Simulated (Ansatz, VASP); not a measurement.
**Two plane-wave programs on BN**

```
B N
1.0
     0.00733    3.45416    2.10203
     1.24672   -0.04104    2.17249
     1.24405    3.49687   -0.06468
B N
1 1
Direct
  0.00626 0.99219 0.99966
  0.68231 0.64819 0.33493
```

Change from the starting cell: kmesh displaced: [4, 4, 4] Gamma-centred.

Alike in both runs: task single point; functional PBE; k mesh 4 × 4 × 4; occupations gaussian, width 0.02 eV; no spin polarisation.

|  | VASP | Ansatz |
| --- | --- | --- |
| version | VASP 6.6.1 | Ansatz 0.2.0 |
| potentials or method | VASP PAW PBE potentials, release 64 (B, N), cutoff 520 eV | scalar-relativistic, plane waves, PAW |
| valence electrons in the cell | 8 | 8 |

|  | VASP | Ansatz | Ansatz less VASP |
| --- | --- | --- | --- |
| gap on the k mesh at the Fermi level (eV) | 4.47 | 4.48 | +0.008 |
| least direct gap on the mesh (eV) | 5.39 | 5.40 | +0.008 |
| pressure (GPa) | 5.3 | 5.3 | -0.05 |
| traceless stress, the component that is largest in VASP (GPa) | 5.97 | 5.85 | -0.117 |
| rms of the force components (eV/Å) | 0.421 | 0.421 | -0.0001 |

Atom by atom the forces differ by 0.001 eV/Å (rms over components). With one functional, cell and mesh, what is left measures potentials, basis and numerics.

The k mesh is coarse, so the values compare programs but aren't converged.
